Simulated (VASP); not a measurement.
# HgTe in VASP: notebook

Runs on HgTe. Level: PBE. Tasks: relaxation of the atoms.

Program: VASP 6.6.1. These are calculated values, not measurements. Logs are shortened: lines on timing, memory, paths and dates and some standing lists are left out, and cuts for length are marked.

**1. The cell of the first run**

Symmetry: I4/mmm, No. 139, tetragonal system. The conventional cell has a = 4.132 Å, b = 4.132 Å, c = 5.726 Å, α = 90.00°, β = 90.00°, γ = 90.00°. Within 3.8 Å of Hg (site symmetry 4/mmm) lie 6 Te at 2.86 to 2.92 Å. Within 3.8 Å of Te (site symmetry 4/mmm) lie 6 Hg at 2.86 to 2.92 Å.

**2. Relaxation of the atoms, PBE (z stretched by -2 %)**

The input, INCAR:

```
SYSTEM = HgTe
PREC = Accurate
ENCUT = 520
EDIFF = 1E-6
ISMEAR = -1
SIGMA = 0.05
LREAL = .False.
LASPH = .True.
NELM = 80
ALGO = Normal
ISIF = 2
LWAVE = .False.
LCHARG = .False.
GGA = PE
IBRION = 2
NSW = 80
EDIFFG = -0.02
KPAR = 4
```

The input, KPOINTS:

```
Automatic mesh
0
Gamma
  14 14 14
  0 0 0
```

The input, POSCAR:

```
HgTe
1.0
    0.0000000000      2.9215000000      2.8630700000
    2.9215000000      0.0000000000      2.8630700000
    2.9215000000      2.9215000000      0.0000000000
Hg Te
1 1
Direct
    0.0000000000      0.0000000000      0.0000000000
    0.5000000000      0.5000000000      0.5000000000
```

Potentials or basis: VASP PAW PBE potentials, release 64 (Hg, Te).

The run is started by

```
> cat potpaw_PBE.64/Hg/POTCAR potpaw_PBE.64/Te/POTCAR > POTCAR
> mpirun -np 4 vasp_std > vasp.out
```

OUTCAR:

```text
SYSTEM = HgTe
   PREC = Accurate
   ENCUT = 520
   EDIFF = 1E-6
   ISMEAR = -1
   LREAL = .False.
   LASPH = .True.
   NELM = 80
   ISIF = 2
   GGA = PE
   IBRION = 2
   NSW = 80
   EDIFFG = -0.02

 ion  position               nearest neighbor table
   1  0.000  0.000  0.000-   2 2.86   2 2.86   2 2.92   2 2.92   2 2.92   2 2.92
   2  0.500  0.500  0.500-   1 2.86   1 2.86   1 2.92   1 2.92   1 2.92   1 2.92

  LATTYP: Found a body centered tetragonal cell.
 ALAT       =     4.1316249225
 C/A-ratio  =     1.3859292911

  Lattice vectors:

 A1 = (   0.0000000000,  -2.9215000000,  -2.8630700000)
 A2 = (   0.0000000000,   2.9215000000,  -2.8630700000)
 A3 = (   2.9215000000,   0.0000000000,   2.8630700000)

Analysis of symmetry for initial positions (statically):
=====================================================================
 Subroutine PRICEL returns:
 Original cell was already a primitive cell.

 Routine SETGRP: Setting up the symmetry group for a
 body centered tetragonal supercell.

 Subroutine GETGRP returns: Found 16 space group operations
 (whereof 16 operations were pure point group operations)
 out of a pool of 16 trial point group operations.

The static configuration has the point symmetry D_4h.

Analysis of symmetry for dynamics (positions and initial velocities):
=====================================================================
 Subroutine PRICEL returns:
 Original cell was already a primitive cell.

 Routine SETGRP: Setting up the symmetry group for a
 body centered tetragonal supercell.

 Subroutine GETGRP returns: Found 16 space group operations
 (whereof 16 operations were pure point group operations)
 out of a pool of 16 trial point group operations.

The dynamic configuration has the point symmetry D_4h.

 Subroutine INISYM returns: Found 16 space group operations
 (whereof 16 operations are pure point group operations),
 and found     1 'primitive' translations

----------------------------------------------------------------------------------------

                                     Primitive cell

  volume of cell :      48.8735

  direct lattice vectors                    reciprocal lattice vectors
     0.000000000  2.921500000  2.863070000    -0.171144960  0.171144960  0.174637714
     2.921500000  0.000000000  2.863070000     0.171144960 -0.171144960  0.174637714
     2.921500000  2.921500000  0.000000000     0.171144960  0.171144960 -0.174637714

  length of vectors
     4.090517336  4.090517336  4.131624922     0.298461933  0.298461933  0.298461933

  position of ions in fractional coordinates (direct lattice)
     0.000000000  0.000000000  0.000000000
     0.500000000  0.500000000  0.500000000

  ion indices of the primitive-cell ions
   primitive index   ion index
                 1           1
                 2           2

----------------------------------------------------------------------------------------

 KPOINTS: Automatic mesh

Automatic generation of k-mesh.
 Grid dimensions read from file:
 generate k-points for:   14   14   14

 Generating k-lattice:

  Cartesian coordinates                     Fractional coordinates (reciprocal lattice)
    -0.012224640  0.012224640  0.012474122     0.071428571 -0.000000000  0.000000000
     0.012224640 -0.012224640  0.012474122    -0.000000000  0.071428571  0.000000000
     0.012224640  0.012224640 -0.012474122     0.000000000  0.000000000  0.071428571

  Length of vectors
     0.021318710  0.021318710  0.021318710

  Shift w.r.t. Gamma in fractional coordinates (k-lattice)
     0.000000000  0.000000000  0.000000000

 Subroutine IBZKPT returns following result:
 ===========================================

 Found    244 irreducible k-points:

 Following reciprocal coordinates:
            Coordinates               Weight
  0.000000  0.000000  0.000000      1.000000
  0.071429  0.000000  0.000000      8.000000
  0.142857  0.000000  0.000000      8.000000
  0.214286  0.000000  0.000000      8.000000
  0.285714  0.000000  0.000000      8.000000
  0.357143  0.000000  0.000000      8.000000
[... 16 lines left out ...]
  0.214286  0.142857  0.000000      8.000000
  0.285714  0.142857  0.000000      8.000000
 [... further k-points ...]
   k-points           NKPTS =    244   k-points in BZ     NKDIM =    244   number of bands    NBANDS=     13
   number of dos      NEDOS =    301   number of ions     NIONS =      2
   total plane-waves  NPLWV =  28800
   dimension x,y,z NGX =    30 NGY =   30 NGZ =   32
   dimension x,y,z NGXF=    60 NGYF=   60 NGZF=   64
   ions per type =               1   1
   NGX,Y,Z   is equivalent  to a cutoff of  12.19, 12.19, 12.88 a.u.
   NGXF,Y,Z  is equivalent  to a cutoff of  24.39, 24.39, 25.75 a.u.
 SYSTEM =  HgTe
   PREC   = accura    normal or accurate (medium, high low for compatibility)
   ISTART =      0    job   : 0-new  1-cont  2-samecut
   ICHARG =      2    charge: 1-file 2-atom 10-const
   ISPIN  =      1    spin polarized calculation?
   LNONCOLLINEAR =      F non collinear calculations
   LSORBIT =      F    spin-orbit coupling
   LASPH  =      T    aspherical Exc in radial PAW
   ENCUT  =  520.0 eV  38.22 Ry    6.18 a.u.   7.61  7.61  7.68*2*pi/ulx,y,z
   NELM   =     80;   NELMIN=  2; NELMDL= -5     # of ELM steps
   EDIFF  = 0.1E-05   stopping-criterion for ELM
   LREAL  =      F    real-space projection
   EDIFFG = -.2E-01   stopping-criterion for IOM
   NSW    =     80    number of steps for IOM
   IBRION =      2    ionic relax: 0-MD 1-quasi-New 2-CG
   NFREE  =      1    steps in history (QN), initial steepest desc. (CG)
   ISIF   =      2    stress and relaxation
   ISYM   =      2    0-nonsym 1-usesym 2-fastsym
   POTIM  = 0.5000    time-step for ionic-motion
   TEBEG  =    0.0;   TEEND  =   0.0 temperature during run
   PSTRESS=    0.0 pullay stress
   NELECT =      18.0000    total number of electrons
   NUPDOWN=      -1.0000    fix difference up-down
   EMIN   =  10.00;   EMAX   =-10.00  energy-range for DOS
   EFERMI =   0.00;   METHOD = LEGACY
   ISMEAR =    -1;   SIGMA  =   0.05  broadening in eV -4-tet -1-fermi 0-gaus
   EFERMI_NEDOS =   21; number of points for ismear=-14 and -15
   IALGO  =     38    algorithm
   IMIX   =      4    mixing-type and parameters
     AMIX     =   0.40;   BMIX     =  1.00
     AMIX_MAG =   1.60;   BMIX_MAG =  1.00
  volume/ion in A,a.u.               =      24.44       164.91
  Fermi-wavevector in a.u.,A,eV,Ry     =   1.173477  2.217549 18.735865  1.377047
  Thomas-Fermi vector in A             =   2.309889
   LORBIT       =      0    0 simple, 1 ext, 2 COOP (PROOUT), +10 PAW based schemes
   GGA     = PE    functional components
   LHFCALC =     F    Hartree Fock is set to
   AEXX    =    0.0000 exact exchange contribution
   IVDW    =     0    specifies the selected vdW correction
   LEPSILON=     F    determine dielectric tensor
   LRPA    =     F    only Hartree local field effects (RPA)
 conjugate gradient relaxation of ions
 non-spin polarized calculation
  energy-cutoff  :      520.00
  volume of cell :       48.87
 maximum number of plane-waves:      1337
   NGX = 15   NGY = 15   NGZ = 15

 number of electron      17.9999999 magnetization

 Free energy of the ion-electron system (eV)
  ---------------------------------------------------
  ext. energy  EPLUGINS =         0.00000000
  ---------------------------------------------------
  free energy    TOTEN  =        -3.03755750 eV

  energy without entropy =       -3.02865187  energy(sigma->0) =       -3.03310468

 E-fermi :   6.2326     XC(G=0): -10.6053

 val. band max:        6.2324461108   @ k =  -0.1429   0.0714   0.2143
 cond. band min:       6.2327905403   @ k =   0.4286   0.0000   0.0714
 fundamental gap:      0.0003444295
 Fermi energy:         6.2325777030

 k-point     1 :       0.0000    0.0000    0.0000
  band No.  band energies     occupation
      1      -7.0022      2.00000
      2      -1.1689      2.00000
      3      -1.1274      2.00000
      4      -1.1062      2.00000
      5      -1.1061      2.00000
      6      -1.0437      2.00000
      7       5.1625      2.00000
      8       5.3219      2.00000
      9       5.3219      2.00000
     10       5.9714      1.98928
     11      13.9193      0.00000
     12      13.9194      0.00000
     13      13.9861      0.00000

 k-point     2 :       0.0714    0.0000    0.0000
  band No.  band energies     occupation
      1      -6.9446      2.00000
      2      -1.1950      2.00000
      3      -1.1523      2.00000
      4      -1.1106      2.00000
      5      -1.0955      2.00000
      6      -1.0409      2.00000
      7       4.3602      2.00000
      8       5.2862      2.00000
      9       5.3750      2.00000
     10       6.8340      0.00001
     11      12.9834      0.00000
     12      13.5060      0.00000
     13      13.7218      0.00000

 k-point     3 :       0.1429    0.0000    0.0000
  band No.  band energies     occupation
      1      -6.7746      2.00000
      2      -1.2716      2.00000
      3      -1.2256      2.00000
      4      -1.1353      2.00000
      5      -1.0598      2.00000
      6      -1.0202      2.00000
      7       3.2103      2.00000
      8       5.4628      2.00000
      9       5.5259      2.00000
     10       7.8461      0.00000
     11      12.0578      0.00000
     12      12.7164      0.00000
     13      13.0556      0.00000
[... 305 lines left out ...]
 k-point    23 :       0.2143    0.1429    0.0000
  band No.  band energies     occupation
      1      -6.4962      2.00000
      2      -1.5526      2.00000
      3      -1.1447      2.00000
      4      -1.1229      2.00000
      5      -1.0369      2.00000
      6      -1.0092      2.00000
      7       2.8088      2.00000
      8       4.8629      2.00000
      9       5.0553      2.00000
     10       8.9273      0.00000
     11      11.0593      0.00000
     12      11.9921      0.00000
     13      13.1302      0.00000

 k-point    24 :       0.2857    0.1429    0.0000
  band No.  band energies     occupation
      1      -6.2189      2.00000
      2      -1.6578      2.00000
      3      -1.2324      2.00000
      4      -1.1754      2.00000
      5      -0.9908      2.00000
      6      -0.9372      2.00000
      7       1.9413      2.00000
      8       4.8852      2.00000
      9       5.3510      2.00000
     10       8.5797      0.00000
     11      10.9125      0.00000
     12      12.0359      0.00000
     13      12.7232      0.00000

 [... further k-points ...]

------------------------ aborting loop because EDIFF is reached ----------------------------------------

  FORCE on cell =-STRESS in cart. coord.  units (eV):
  Direction    XX          YY          ZZ          XY          YZ          ZX
  --------------------------------------------------------------------------------------
  -------------------------------------------------------------------------------------
  Total        3.6309471      3.6309471      4.4843573      0.0000000      0.0000000      0.0000000
  in kB      119.0300889    119.0300889    147.0066711      0.0000000      0.0000000      0.0000000
  external PRESSURE =     128.3556163 kB  Pullay stress =       0.0000000 kB

 VOLUME and BASIS-vectors are now :
 -----------------------------------------------------------------------------
  energy-cutoff  :      520.00
  volume of cell :       48.87
      direct lattice vectors                 reciprocal lattice vectors
     0.000000000  2.921500000  2.863070000    -0.171144960  0.171144960  0.174637714
     2.921500000  0.000000000  2.863070000     0.171144960 -0.171144960  0.174637714
     2.921500000  2.921500000  0.000000000     0.171144960  0.171144960 -0.174637714

 POSITION                                       TOTAL-FORCE (eV/Angst)
 -----------------------------------------------------------------------------------
      0.00000      0.00000      0.00000         0.000000      0.000000      0.000000
      2.92150      2.92150      2.86307         0.000000      0.000000     -0.000000
 -----------------------------------------------------------------------------------
    total drift:                               -0.000000      0.000000      0.000000

  FREE ENERGIE OF THE ION-ELECTRON SYSTEM (eV)
  ---------------------------------------------------
  free  energy   TOTEN  =        -3.0375574989 eV

  energy  without entropy=       -3.0286518679  energy(sigma->0) =       -3.03310468

 reached required accuracy - stopping structural energy minimisation
```

It took 72 s on 4 MPI ranks of AMD EPYC 7R43 (Zen 3), shared host; peak memory 0.28 GiB.

Results:

```
Free energy             : -3.0376 eV
Pressure after relaxing : 12.8 GPa
Band gap on the k mesh  : zero (bands 9 and 10 overlap by 3.50 eV)
```

Final structure:
```
CELL_PARAMETERS angstrom
0.00000 2.92150 2.86307
2.92150 0.00000 2.86307
2.92150 2.92150 0.00000
ATOMIC_POSITIONS crystal
Hg 0.00000 0.00000 0.00000
Te 0.50000 0.50000 0.50000
```

Caveat: the cell differs from its parent crystal (z stretched by -2 %); spin-orbit coupling is left out, which moves the levels of the heavy elements.

**3. Relaxation of the atoms, PBE (23.44 Å³/atom)**

This run uses another cell than the first one, of 23.44 Å³/atom.

The input, INCAR:

```
  PREC = Accurate
  ENCUT = 520
  EDIFF = 1E-6
  ISMEAR = -1
  SIGMA = 0.05
  LREAL = False
  LASPH = True
  NELM = 80
  ALGO = Normal
  ISIF = 2
  LWAVE = False
  LCHARG = False
  GGA = PE
  IBRION = 2
  NSW = 80
  EDIFFG = -0.02
```

The input, KPOINTS:

```
Automatic mesh
0
Gamma
  14 14 14
```

The input, POSCAR:

```
HgTe
1.0
    0.0000000000      2.8618608166      2.8618608166
    2.8618608166      0.0000000000      2.8618608166
    2.8618608166      2.8618608166      0.0000000000
Hg Te
1 1
Direct
    0.0000000000      0.0000000000      0.0000000000
    0.5000000000      0.5000000000      0.5000000000
```

Potentials or basis: VASP PAW PBE potentials, release 64 (Hg, Te).

The run is started by

```
> cat potpaw_PBE.64/Hg/POTCAR potpaw_PBE.64/Te/POTCAR > POTCAR
> mpirun -np 1 vasp_std > vasp.out
```

Wall time 89 s (1 thread of Intel Xeon 8259CL, shared host); peak memory 0.22 GiB.

Results (log left out):

```yaml
Free_energy: -2.8539 eV
Pressure_after_relaxing: 17.7 GPa
Band_gap_on_the_k_mesh: zero (bands 9 and 10 overlap by 3.52 eV)
```

Final structure:
```yaml
crystal:
  lattice:
    - [0.00000, 2.86186, 2.86186]
    - [2.86186, 0.00000, 2.86186]
    - [2.86186, 2.86186, 0.00000]
  atoms:
    - { symbol: Hg, position: [0.00000, 0.00000, 0.00000] }
    - { symbol: Te, position: [0.50000, 0.50000, 0.50000] }
```

Levels at points of the mesh, in eV from the Fermi level:
```csv
k point,band 7,band 8,band 9,band 10,band 11,band 12
"(0.00, 0.00, 0.00)",-1.06,-1.06,-1.06,-0.04,7.61,7.72
"(0.50, 0.00, 0.00)",-6.39,0.47,0.47,2.34,3.60,3.60
"(0.50, 0.50, 0.00)",-5.71,-3.16,-3.16,-3.05,4.51,10.22
```

Caveat: the relaxation stopped at its first step, so nothing moved; spin-orbit coupling is left out, which moves the levels of the heavy elements.
